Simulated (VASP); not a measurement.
# CS2 (Cmce) in VASP: notebook

CS2 is run at these levels: PBEsol, HSE06; tasks: single point.

Everything below comes from runs of VASP 6.6.1. Logs are shortened: lines on timing, memory, paths and dates and some standing lists are left out, and cuts for length are marked.

## (1) The cell of the first run

The structure is orthorhombic, space group Cmce (No. 64). The conventional cell has a = 7.340 Å, b = 6.028 Å, c = 9.916 Å, α = 90.00°, β = 90.00°, γ = 90.00°. Within 2.1 Å of S (site symmetry m) lie 1 C at 1.57 Å. Within 2.1 Å of C (site symmetry 2/m) lie 2 S at 1.57 Å.

## (2) Single point, PBEsol (36.56 Å³/atom)

INCAR reads:

```
SYSTEM = CS2
  ALGO = Normal
  EDIFF = 1E-6
  ENCUT = 520
  GGA = PS
  ISIF = 2
  ISMEAR = -1
  LASPH = .True.
  LCHARG = .False.
  LREAL = .False.
  LWAVE = .False.
  NBANDS = 25
  NELM = 80
  PREC = Accurate
  SIGMA = 0.05
```

KPOINTS reads:

```
k-points
0
Gamma
  6 6 3
  0 0 0
```

POSCAR reads:

```
CS2
1.0
    3.6699329950     -3.0141444720      0.0000000000
    3.6699329950      3.0141444720      0.0000000000
    0.0000000000      0.0000000000      9.9164990139
S C
4 2
Direct
    0.1815210000      0.8184790000      0.8868670000
    0.3184790000      0.6815210000      0.3868670000
    0.6815210000      0.3184790000      0.6131330000
    0.8184790000      0.1815210000      0.1131330000
    0.5000000000      0.5000000000      0.5000000000
    0.0000000000      0.0000000000      0.0000000000
```

Potentials or basis: VASP PAW PBE potentials, release 64 (S, C).

Run with:

```sh
cat potpaw_PBE.64/S/POTCAR potpaw_PBE.64/C/POTCAR > POTCAR
mpirun -np 1 vasp_std > vasp.out
```

OUTCAR:

```text
SYSTEM = CS2
   EDIFF = 1E-6
   ENCUT = 520
   GGA = PS
   ISIF = 2
   ISMEAR = -1
   LASPH = .True.
   LREAL = .False.
   NELM = 80
   PREC = Accurate

 ion  position               nearest neighbor table
   1  0.182  0.818  0.887-   6 1.57
   2  0.318  0.682  0.387-   5 1.57
   3  0.682  0.318  0.613-   5 1.57
   4  0.818  0.182  0.113-   6 1.57
   5  0.500  0.500  0.500-   2 1.57   3 1.57
   6  0.000  0.000  0.000-   1 1.57   4 1.57

  LATTYP: Found a base centered orthorhombic cell.
 ALAT       =     6.0282889440
 B/A-ratio  =     1.2175703683
 C/A-ratio  =     1.6449939786

  Lattice vectors:

 A1 = (  -3.6699329950,  -3.0141444720,   0.0000000000)
 A2 = (   3.6699329950,  -3.0141444720,   0.0000000000)
 A3 = (   0.0000000000,   0.0000000000,   9.9164990139)

Analysis of symmetry for initial positions (statically):
=====================================================================
 Subroutine PRICEL returns:
 Original cell was already a primitive cell.

 Routine SETGRP: Setting up the symmetry group for a
 base centered orthorhombic supercell.

 Subroutine GETGRP returns: Found  8 space group operations
 (whereof  4 operations were pure point group operations)
 out of a pool of  8 trial point group operations.

The static configuration has the point symmetry C_2h.
 The point group associated with its full space group is D_2h.

Analysis of symmetry for dynamics (positions and initial velocities):
=====================================================================
 Subroutine PRICEL returns:
 Original cell was already a primitive cell.

 Routine SETGRP: Setting up the symmetry group for a
 base centered orthorhombic supercell.

 Subroutine GETGRP returns: Found  8 space group operations
 (whereof  4 operations were pure point group operations)
 out of a pool of  8 trial point group operations.

The dynamic configuration has the point symmetry C_2h.
 The point group associated with its full space group is D_2h.

 Subroutine INISYM returns: Found  8 space group operations
 (whereof  4 operations are pure point group operations),
 and found     1 'primitive' translations

----------------------------------------------------------------------------------------

                                     Primitive cell

  volume of cell :     219.3868

  direct lattice vectors                    reciprocal lattice vectors
     3.669932995 -3.014144472  0.000000000     0.136242269 -0.165884550  0.000000000
     3.669932995  3.014144472  0.000000000     0.136242269  0.165884550  0.000000000
     0.000000000  0.000000000  9.916499014     0.000000000  0.000000000  0.100842041

  length of vectors
     4.749049914  4.749049914  9.916499014     0.214661687  0.214661687  0.100842041

  position of ions in fractional coordinates (direct lattice)
     0.181521000  0.818479000  0.886867000
     0.318479000  0.681521000  0.386867000
     0.681521000  0.318479000  0.613133000
     0.818479000  0.181521000  0.113133000
     0.500000000  0.500000000  0.500000000
     0.000000000  0.000000000  0.000000000

  ion indices of the primitive-cell ions
   primitive index   ion index
                 1           1
                 2           2
                 3           3
                 4           4
                 5           5
                 6           6

----------------------------------------------------------------------------------------

 KPOINTS: k-points

Automatic generation of k-mesh.
 Grid dimensions read from file:
 generate k-points for:    6    6    3

 Generating k-lattice:

  Cartesian coordinates                     Fractional coordinates (reciprocal lattice)
     0.022707045 -0.027647425  0.000000000     0.166666667  0.000000000  0.000000000
     0.022707045  0.027647425  0.000000000     0.000000000  0.166666667  0.000000000
     0.000000000  0.000000000  0.033614014     0.000000000  0.000000000  0.333333333

  Length of vectors
     0.035776948  0.035776948  0.033614014

  Shift w.r.t. Gamma in fractional coordinates (k-lattice)
     0.000000000  0.000000000  0.000000000

 Subroutine IBZKPT returns following result:
 ===========================================

 Found     26 irreducible k-points:

 Following reciprocal coordinates:
            Coordinates               Weight
  0.000000  0.000000  0.000000      1.000000
  0.166667  0.000000  0.000000      4.000000
  0.333333  0.000000  0.000000      4.000000
  0.500000  0.000000  0.000000      2.000000
  0.166667  0.166667  0.000000      2.000000
  0.333333  0.166667  0.000000      4.000000
[... 16 lines left out ...]
  0.333333  0.333333  0.333333      4.000000
  0.500000  0.333333  0.333333      8.000000
 [... further k-points ...]
   k-points           NKPTS =     26   k-points in BZ     NKDIM =     26   number of bands    NBANDS=     25
   number of dos      NEDOS =    301   number of ions     NIONS =      6
   total plane-waves  NPLWV = 103680
   dimension x,y,z NGX =    36 NGY =   36 NGZ =   80
   dimension x,y,z NGXF=    72 NGYF=   72 NGZF=  160
   ions per type =               4   2
   NGX,Y,Z   is equivalent  to a cutoff of  12.60, 12.60, 13.41 a.u.
   NGXF,Y,Z  is equivalent  to a cutoff of  25.20, 25.20, 26.82 a.u.
 SYSTEM =  CS2
   PREC   = accura    normal or accurate (medium, high low for compatibility)
   ISTART =      0    job   : 0-new  1-cont  2-samecut
   ICHARG =      2    charge: 1-file 2-atom 10-const
   ISPIN  =      1    spin polarized calculation?
   LNONCOLLINEAR =      F non collinear calculations
   LSORBIT =      F    spin-orbit coupling
   LASPH  =      T    aspherical Exc in radial PAW
   ENCUT  =  520.0 eV  38.22 Ry    6.18 a.u.   8.83  8.83 18.44*2*pi/ulx,y,z
   NELM   =     80;   NELMIN=  2; NELMDL= -5     # of ELM steps
   EDIFF  = 0.1E-05   stopping-criterion for ELM
   LREAL  =      F    real-space projection
   EDIFFG = 0.1E-04   stopping-criterion for IOM
   NSW    =      0    number of steps for IOM
   IBRION =     -1    ionic relax: 0-MD 1-quasi-New 2-CG
   NFREE  =      0    steps in history (QN), initial steepest desc. (CG)
   ISIF   =      2    stress and relaxation
   ISYM   =      2    0-nonsym 1-usesym 2-fastsym
   POTIM  = 0.5000    time-step for ionic-motion
   TEBEG  =    0.0;   TEEND  =   0.0 temperature during run
   PSTRESS=    0.0 pullay stress
   NELECT =      32.0000    total number of electrons
   NUPDOWN=      -1.0000    fix difference up-down
   EMIN   =  10.00;   EMAX   =-10.00  energy-range for DOS
   EFERMI =   0.00;   METHOD = LEGACY
   ISMEAR =    -1;   SIGMA  =   0.05  broadening in eV -4-tet -1-fermi 0-gaus
   EFERMI_NEDOS =   21; number of points for ismear=-14 and -15
   IALGO  =     38    algorithm
   IMIX   =      4    mixing-type and parameters
     AMIX     =   0.40;   BMIX     =  1.00
     AMIX_MAG =   1.60;   BMIX_MAG =  1.00
  volume/ion in A,a.u.               =      36.56       246.75
  Fermi-wavevector in a.u.,A,eV,Ry     =   0.861763  1.628496 10.104175  0.742636
  Thomas-Fermi vector in A             =   1.979465
   LORBIT       =      0    0 simple, 1 ext, 2 COOP (PROOUT), +10 PAW based schemes
   GGA     = PS    functional components
   LHFCALC =     F    Hartree Fock is set to
   AEXX    =    0.0000 exact exchange contribution
   IVDW    =     0    specifies the selected vdW correction
   LEPSILON=     F    determine dielectric tensor
   LRPA    =     F    only Hartree local field effects (RPA)
 non-spin polarized calculation
  energy-cutoff  :      520.00
  volume of cell :      219.39
 maximum number of plane-waves:      5936
   NGX = 17   NGY = 17   NGZ = 37

 number of electron      32.0000003 magnetization

 Free energy of the ion-electron system (eV)
  ---------------------------------------------------
  ext. energy  EPLUGINS =         0.00000000
  ---------------------------------------------------
  free energy    TOTEN  =       -34.57269065 eV

  energy without entropy =      -34.57269065  energy(sigma->0) =      -34.57269065

 E-fermi :  -1.1447     XC(G=0):  -6.2102

 val. band max:       -2.2734636786   @ k =   0.5000   0.5000   0.0000
 cond. band min:       1.1428601485   @ k =   0.5000   0.5000   0.0000
 fundamental gap:      3.4163238271
 Fermi energy:        -1.1446745817

 k-point     1 :       0.0000    0.0000    0.0000
  band No.  band energies     occupation
      1     -17.0159      2.00000
      2     -16.9784      2.00000
      3     -14.8791      2.00000
      4     -14.8138      2.00000
      5      -8.5349      2.00000
      6      -8.3072      2.00000
[... 17 lines left out ...]
     24       5.1855      0.00000
     25       5.3662      0.00000

 k-point     2 :       0.1667    0.0000    0.0000
  band No.  band energies     occupation
      1     -17.0054      2.00000
      2     -16.9728      2.00000
      3     -14.8786      2.00000
      4     -14.8223      2.00000
      5      -8.5194      2.00000
      6      -8.3172      2.00000
[... 17 lines left out ...]
     24       5.0205      0.00000
     25       5.7974      0.00000

 k-point     3 :       0.3333    0.0000    0.0000
  band No.  band energies     occupation
      1     -16.9822      2.00000
      2     -16.9632      2.00000
      3     -14.8750      2.00000
      4     -14.8428      2.00000
      5      -8.4734      2.00000
      6      -8.3503      2.00000
[... 17 lines left out ...]
     24       4.9425      0.00000
     25       5.8490      0.00000

 k-point     4 :       0.5000    0.0000    0.0000
  band No.  band energies     occupation
      1     -16.9644      2.00000
      2     -16.9644      2.00000
      3     -14.8632      2.00000
      4     -14.8632      2.00000
      5      -8.4080      2.00000
      6      -8.4080      2.00000
[... 17 lines left out ...]
     24       4.8918      0.00000
     25       5.8554      0.00000

 k-point     5 :       0.1667    0.1667    0.0000
  band No.  band energies     occupation
      1     -17.0008      2.00000
      2     -16.9668      2.00000
      3     -14.8776      2.00000
      4     -14.8206      2.00000
      5      -8.5213      2.00000
      6      -8.3329      2.00000
[... 17 lines left out ...]
     24       5.2821      0.00000
     25       5.4309      0.00000

 k-point     6 :       0.3333    0.1667    0.0000
  band No.  band energies     occupation
      1     -16.9821      2.00000
      2     -16.9557      2.00000
      3     -14.8757      2.00000
      4     -14.8337      2.00000
      5      -8.4919      2.00000
      6      -8.3604      2.00000
[... 17 lines left out ...]
     24       5.1998      0.00000
     25       5.6553      0.00000
[... 393 lines left out ...]
 k-point    21 :      -0.3333    0.1667    0.3333
  band No.  band energies     occupation
      1     -16.9662      2.00000
      2     -16.9630      2.00000
      3     -14.8664      2.00000
      4     -14.8595      2.00000
      5      -8.4251      2.00000
      6      -8.3861      2.00000
[... 17 lines left out ...]
     24       5.4449      0.00000
     25       5.9443      0.00000

 k-point    22 :      -0.1667    0.1667    0.3333
  band No.  band energies     occupation
      1     -16.9853      2.00000
      2     -16.9740      2.00000
      3     -14.8673      2.00000
      4     -14.8472      2.00000
      5      -8.4522      2.00000
      6      -8.3694      2.00000
[... 17 lines left out ...]
     24       5.2084      0.00000
     25       6.1960      0.00000

 k-point    23 :       0.3333    0.3333    0.3333
  band No.  band energies     occupation
      1     -16.9637      2.00000
      2     -16.9502      2.00000
      3     -14.8646      2.00000
      4     -14.8444      2.00000
      5      -8.4655      2.00000
      6      -8.4124      2.00000
[... 17 lines left out ...]
     24       5.2280      0.00000
     25       6.0250      0.00000

 k-point    24 :       0.5000    0.3333    0.3333
  band No.  band energies     occupation
      1     -16.9538      2.00000
      2     -16.9436      2.00000
      3     -14.8657      2.00000
      4     -14.8518      2.00000
      5      -8.4464      2.00000
      6      -8.4178      2.00000
[... 17 lines left out ...]
     24       5.6160      0.00000
     25       6.0074      0.00000

 [... further k-points ...]

------------------------ aborting loop because EDIFF is reached ----------------------------------------

  FORCE on cell =-STRESS in cart. coord.  units (eV):
  Direction    XX          YY          ZZ          XY          YZ          ZX
  --------------------------------------------------------------------------------------
  -------------------------------------------------------------------------------------
  Total       -0.2748938     -2.2789316     -2.3746001      0.0000000      0.0000000      0.0000000
  in kB       -2.0075432    -16.6429882    -17.3416534      0.0000000      0.0000000      0.0000000
  external PRESSURE =     -11.9973949 kB  Pullay stress =       0.0000000 kB

 VOLUME and BASIS-vectors are now :
 -----------------------------------------------------------------------------
  energy-cutoff  :      520.00
  volume of cell :      219.39
      direct lattice vectors                 reciprocal lattice vectors
     3.669932995 -3.014144472  0.000000000     0.136242269 -0.165884550  0.000000000
     3.669932995  3.014144472  0.000000000     0.136242269  0.165884550  0.000000000
     0.000000000  0.000000000  9.916499014     0.000000000  0.000000000  0.100842041

 POSITION                                       TOTAL-FORCE (eV/Angst)
 -----------------------------------------------------------------------------------
      3.66993      1.91988      8.79462         0.000000      0.453132      0.462307
      3.66993      1.09426      3.83637         0.000000     -0.453132      0.462307
      3.66993     -1.09426      6.08013         0.000000      0.453132     -0.462307
      3.66993     -1.91988      1.12188         0.000000     -0.453132     -0.462307
      3.66993      0.00000      4.95825        -0.000000      0.000000      0.000000
      0.00000      0.00000      0.00000        -0.000000      0.000000      0.000000
 -----------------------------------------------------------------------------------
    total drift:                                0.000000     -0.000000     -0.000000

  FREE ENERGIE OF THE ION-ELECTRON SYSTEM (eV)
  ---------------------------------------------------
  free  energy   TOTEN  =       -34.5726906472 eV

  energy  without entropy=      -34.5726906472  energy(sigma->0) =      -34.57269065
```

It took 4.4 min on 1 thread of Intel Xeon 8259CL, shared host; peak memory 0.33 GiB.

Results:

```
Free energy            : -34.5727 eV
Pressure               : -1.2 GPa
Largest force          : 0.647 eV/Å
Band gap on the k mesh : 3.42 eV
```

Forces in eV/Å, atoms in the order of the input:
```
S    0.000  0.453  0.462
S    0.000 -0.453  0.462
S    0.000  0.453 -0.462
S    0.000 -0.453 -0.462
C    0.000  0.000  0.000
C    0.000  0.000  0.000
```

Levels at points of the mesh, in eV from the valence-band top:
| k point | band 13 | band 14 | band 15 | band 16 | band 17 | band 18 | band 19 | band 20 |
| --- | --- | --- | --- | --- | --- | --- | --- | --- |
| (0.00, 0.00, 0.00) | -0.47 | -0.36 | -0.33 | -0.18 | 3.45 | 3.54 | 3.75 | 3.97 |
| (0.50, 0.00, 0.00) | -0.29 | -0.29 | -0.14 | -0.14 | 3.53 | 3.53 | 3.68 | 3.68 |
| (0.50, 0.50, 0.00) | -0.55 | -0.46 | -0.26 | 0.00 | 3.42 | 3.46 | 4.07 | 4.11 |

Caveat: this functional lacks dispersion, which holds the molecules together, so the pressure and a relaxed volume are unreliable; the PAW data sets were made with another functional, which shifts forces and pressure a little.

## (3) Single point, PBEsol (37.28 Å³/atom)

This run uses another cell than the first one, of 37.28 Å³/atom.

INCAR reads:

```
SYSTEM = CS2
PREC     = Accurate       ! precision mode
ENCUT    = 520            ! plane-wave cutoff, eV
EDIFF    = 1E-6           ! SCF threshold, eV
ISMEAR   = -1             ! smearing method
SIGMA    = 0.05           ! smearing width, eV
LREAL    = .False.        ! projectors in reciprocal space
LASPH    = .True.         ! aspherical terms in the spheres
NELM     = 80             ! most SCF steps
ALGO     = Normal         ! electronic algorithm
ISIF     = 2              ! what is computed and relaxed
LWAVE    = .False.        ! write WAVECAR
LCHARG   = .False.        ! write CHGCAR
GGA      = PS             ! functional
NBANDS   = 25             ! bands
```

KPOINTS reads:

```
Automatic mesh
0
Gamma
  6 6 3
  0 0 0
```

Edit POSCAR of step 2 so:

```diff
@@ -2,5 +2,5 @@
 1.0
-    3.6699329950     -3.0141444720      0.0000000000
-    3.6699329950      3.0141444720      0.0000000000
-    0.0000000000      0.0000000000      9.9164990139
+    3.6937643965     -3.0337173871      0.0000000000
+    3.6937643965      3.0337173871      0.0000000000
+    0.0000000000      0.0000000000      9.9808936690
 S C
```

Potentials or basis: VASP PAW PBE potentials, release 64 (S, C).

Run with:

```sh
cat potpaw_PBE.64/S/POTCAR potpaw_PBE.64/C/POTCAR > POTCAR
mpirun -np 1 vasp_std > vasp.out
```

It took 4.5 min on 1 thread of Intel Xeon 8259CL, shared host; peak memory 0.33 GiB.

It converged, with:

| Property | Result |
| --- | --- |
| Free energy | -34.5317 eV |
| Pressure | -1.9 GPa |
| Largest force | 1.126 eV/Å |
| Band gap on the k mesh | 3.40 eV |

Forces in eV/Å, atoms in the order of the input:
```
S    0.000  0.788  0.805
S    0.000 -0.788  0.805
S    0.000  0.788 -0.805
S    0.000 -0.788 -0.805
C    0.000  0.000  0.000
C    0.000  0.000  0.000
```

Stress tensor (GPa, compression positive):
```
-0.19  0.00  0.00
 0.00 -2.70  0.00
 0.00  0.00 -2.82
```

Levels at points of the mesh, in eV from the valence-band top:
```csv
k point,band 14,band 15,band 16,band 17,band 18,band 19
"(0.00, 0.00, 0.00)",-0.35,-0.31,-0.18,3.43,3.51,3.71
"(0.50, 0.00, 0.00)",-0.28,-0.13,-0.13,3.50,3.50,3.65
"(0.50, 0.50, 0.00)",-0.44,-0.25,0.00,3.40,3.44,4.02
```

Caveat: this functional lacks dispersion, which holds the molecules together, so the pressure and a relaxed volume are unreliable; the PAW data sets were made with another functional, which shifts forces and pressure a little. A k mesh can miss the band edges.

(Part 1 of 2 ends here.)
